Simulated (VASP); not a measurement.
# Ga (Cmce) in VASP: a series of runs, part 2 of 2

VASP 6.6.1. Earlier steps stand in the parts before.

**3. Single point, LDA**

INCAR reads:

```
SYSTEM = Ga
ALGO     = Normal         ! electronic algorithm
EDIFF    = 1E-6           ! SCF threshold, eV
ENCUT    = 520            ! plane-wave cutoff, eV
ISIF     = 2              ! what is computed and relaxed
ISMEAR   = 1              ! smearing method
LASPH    = .True.         ! aspherical terms in the spheres
LCHARG   = .True.         ! write CHGCAR
LELF     = .True.         ! ELF
LREAL    = .False.        ! projectors in reciprocal space
LVHAR    = .True.       
LWAVE    = .False.        ! write WAVECAR
NBANDS   = 34             ! bands
NELM     = 80             ! most SCF steps
PREC     = Accurate       ! precision mode
SIGMA    = 0.03           ! smearing width, eV
```

KPOINTS reads:

```
k-points
0
Gamma
  8 8 7
  0 0 0
```

POSCAR reads:

```
Ga
1.0
    2.2178908173     -3.7419137528      0.0000000000
    2.2178908173      3.7419137528      0.0000000000
    0.0000000000      0.0000000000      4.4249628129
Ga
4
Direct
    0.8443628362      0.1556371638      0.0859373133
    0.6556371638      0.3443628362      0.5859373133
    0.1556371638      0.8443628362      0.9140626867
    0.3443628362      0.6556371638      0.4140626867
```

Potentials or basis: VASP PAW LDA potentials, release 64 (Ga_d).

Started as:

```
$ cat potpaw_LDA.64/Ga_d/POTCAR > POTCAR
$ mpirun -np 1 vasp_std > vasp.out
```

Wall time 54 s (1 thread of Intel Xeon 6975P-C (Granite Rapids), shared host); peak memory 0.26 GiB.

Results (log left out):

```
Free energy            : -14.4219 eV
Pressure               : 0.1 GPa
Largest force          : 0.019 eV/Å
Band gap on the k mesh : zero (band 26 reaches 5.63 eV, above the bottom of band 27 at 4.58 eV)
```

Forces on the atoms (eV/Å):
```
Ga   0.000 -0.019 -0.004
Ga   0.000  0.019 -0.004
Ga   0.000  0.019  0.004
Ga   0.000 -0.019  0.004
```

Stress tensor (GPa, compression positive):
```
-0.10  0.00  0.00
 0.00  0.16  0.00
 0.00  0.00  0.13
```

Levels at points of the mesh, in eV from the Fermi level:
```tsv
k point	band 23	band 24	band 25	band 26	band 27	band 28	band 29	band 30
(0.00, 0.00, 0.00)	-3.91	-1.90	-1.75	-0.80	0.86	0.97	1.09	5.32
(0.50, 0.00, 0.00)	-3.54	-3.54	-1.49	-1.49	0.78	0.78	4.33	4.33
(0.50, 0.50, 0.00)	-4.22	-3.56	-1.71	-1.62	1.08	1.18	3.51	3.94
```

**4. Single point, LDA**

INCAR reads:

```
  PREC = Accurate
  ENCUT = 520
  EDIFF = 1E-6
  ISMEAR = 1
  SIGMA = 0.1
  LREAL = False
  LASPH = True
  NELM = 60
  ALGO = Normal
  ISIF = 2
  LWAVE = False
  LCHARG = True
  GGA = CA
  LELF = True
  LVHAR = True
  NBANDS = 34
```

KPOINTS reads:

```
Automatic mesh
0
Gamma
  8 8 7
```

POSCAR is that of step 3.

Potentials or basis: VASP PAW LDA potentials, release 64 (Ga_d).

Started as:

```
$ cat potpaw_LDA.64/Ga_d/POTCAR > POTCAR
$ mpirun -np 1 vasp_std > vasp.out
```

OUTCAR:

```text
PREC = Accurate
   ENCUT = 520
   EDIFF = 1E-6
   ISMEAR = 1
   LREAL = False
   LASPH = True
   NELM = 60
   ISIF = 2
   GGA = CA

 ion  position               nearest neighbor table
   1  0.844  0.156  0.086-   3 2.45   2 2.62   2 2.62   4 2.65   4 2.65   3 2.74   3 2.74
   2  0.656  0.344  0.586-   4 2.45   1 2.62   1 2.62   3 2.65   3 2.65   4 2.74   4 2.74
   3  0.156  0.844  0.914-   1 2.45   4 2.62   4 2.62   2 2.65   2 2.65   1 2.74   1 2.74
   4  0.344  0.656  0.414-   2 2.45   3 2.62   3 2.62   1 2.65   1 2.65   2 2.74   2 2.74

  LATTYP: Found a base centered orthorhombic cell.
[... 1084 lines left out ...]

 [... further k-points ...]
[... 5 lines left out ...]
  --------------------------------------------------------------------------------------
  -------------------------------------------------------------------------------------
  Total       -0.0486957      0.0905864      0.0951040      0.0000000      0.0000000      0.0000000
  in kB       -1.0622516      1.9760596      2.0746064      0.0000000      0.0000000      0.0000000
  external PRESSURE =       0.9961381 kB  Pullay stress =       0.0000000 kB

 VOLUME and BASIS-vectors are now :
 -----------------------------------------------------------------------------
  energy-cutoff  :      520.00
  volume of cell :       73.45
      direct lattice vectors                 reciprocal lattice vectors
     2.217890817 -3.741913753  0.000000000     0.225439411 -0.133621466  0.000000000
     2.217890817  3.741913753  0.000000000     0.225439411  0.133621466  0.000000000
     0.000000000  0.000000000  4.424962813     0.000000000  0.000000000  0.225990600

 POSITION                                       TOTAL-FORCE (eV/Angst)
 -----------------------------------------------------------------------------------
      2.21789     -2.57715      0.38027         0.000000     -0.015793     -0.001684
      2.21789     -1.16476      2.59275         0.000000      0.015793     -0.001684
      2.21789      2.57715      4.04469         0.000000      0.015793      0.001684
      2.21789      1.16476      1.83221         0.000000     -0.015793      0.001684
 -----------------------------------------------------------------------------------
    total drift:                                0.000000      0.000000      0.000000

  FREE ENERGIE OF THE ION-ELECTRON SYSTEM (eV)
  ---------------------------------------------------
  free  energy   TOTEN  =       -14.4223140170 eV

  energy  without entropy=      -14.4223037512  energy(sigma->0) =      -14.42231060
```

It took 52 s on 1 thread of Intel Xeon 6975P-C (Granite Rapids), shared host; peak memory 0.25 GiB.

What came out:

```yaml
Free_energy: -14.4223 eV
Pressure: 0.1 GPa
Largest_force: 0.016 eV/Å
Band_gap_on_the_k_mesh: zero (band 26 reaches 5.63 eV, above the bottom of band 27 at 4.58 eV)
```

Forces on the atoms (eV/Å):
```
Ga   0.000 -0.016 -0.002
Ga   0.000  0.016 -0.002
Ga   0.000  0.016  0.002
Ga   0.000 -0.016  0.002
```

Stress tensor (GPa, compression positive):
```
-0.11  0.00  0.00
 0.00  0.20  0.00
 0.00  0.00  0.21
```

Levels at points of the mesh, in eV from the Fermi level:
```csv
k point,band 23,band 24,band 25,band 26,band 27,band 28,band 29,band 30
"(0.00, 0.00, 0.00)",-3.90,-1.89,-1.74,-0.80,0.87,0.98,1.09,5.33
"(0.50, 0.00, 0.00)",-3.53,-3.53,-1.48,-1.48,0.79,0.79,4.34,4.34
"(0.50, 0.50, 0.00)",-4.21,-3.55,-1.70,-1.61,1.09,1.19,3.52,3.95
```

**5. Single point, LDA**

INCAR reads:

```
SYSTEM = Ga
ALGO     = Normal         ! electronic algorithm
EDIFF    = 1E-6           ! SCF threshold, eV
ENCUT    = 520            ! plane-wave cutoff, eV
GGA      = CA             ! functional
ISIF     = 2              ! what is computed and relaxed
ISMEAR   = 1              ! smearing method
LASPH    = .TRUE.         ! aspherical terms in the spheres
LCHARG   = .FALSE.        ! write CHGCAR
LREAL    = .FALSE.        ! projectors in reciprocal space
LWAVE    = .FALSE.        ! write WAVECAR
NBANDS   = 34             ! bands
NELM     = 100            ! most SCF steps
PREC     = Accurate       ! precision mode
SIGMA    = 0.2            ! smearing width, eV
```

KPOINTS reads:

```
k-points
0
G
  8 8 7
  0 0 0
```

POSCAR is that of step 4.

Started as:

```
$ cat potpaw_LDA.64/Ga_d/POTCAR > POTCAR
$ mpirun -np 1 vasp_std > vasp.out
```

It took 51 s on 1 thread of Intel Xeon 6975P-C (Granite Rapids), shared host; peak memory 0.26 GiB.

It converged, with:

```
Free energy            : -14.4222 eV
Pressure               : 0.1 GPa
Largest force          : 0.013 eV/Å
Band gap on the k mesh : zero (band 26 reaches 5.63 eV, above the bottom of band 27 at 4.58 eV)
```

Forces on the atoms (eV/Å):
```
Ga   0.000 -0.013 -0.001
Ga   0.000  0.013 -0.001
Ga   0.000  0.013  0.001
Ga   0.000 -0.013  0.001
```

Stress tensor (GPa, compression positive):
```
-0.03  0.00  0.00
 0.00  0.17  0.00
 0.00  0.00  0.21
```

Levels at points of the mesh, in eV from the Fermi level:
```
           k point  band 22  band 23  band 24  band 25  band 26  band 27  band 28  band 29  band 30  band 31
(0.00, 0.00, 0.00)    -4.28    -3.90    -1.89    -1.74    -0.79     0.87     0.99     1.10     5.34     5.64
(0.50, 0.00, 0.00)    -8.96    -3.52    -3.52    -1.48    -1.48     0.80     0.80     4.34     4.34     5.55
(0.50, 0.50, 0.00)    -7.56    -4.21    -3.55    -1.70    -1.61     1.09     1.20     3.52     3.95     4.31
```

**6. Summary**

```csv
k mesh,smearing,gap on the mesh (eV),pressure (GPa),largest force (eV/Å)
5 × 5 × 5,fermi-dirac 0.1 eV,none,0.0,0.05
8 × 8 × 7,methfessel-paxton 0.03 eV,none,0.1,0.02
8 × 8 × 7,methfessel-paxton 0.1 eV,none,0.1,0.02
8 × 8 × 7,methfessel-paxton 0.2 eV,none,0.1,0.01
```

Alike in all rows: task single point; level LDA; potentials or basis VASP PAW LDA potentials, release 64 (Ga_d); no spin polarisation; cell as given; cutoff (eV) 520.

Every run on the cell as given and a fine mesh finds a metal.

Total energies depend on the potentials used, so only differences within one code and one set of settings carry meaning.
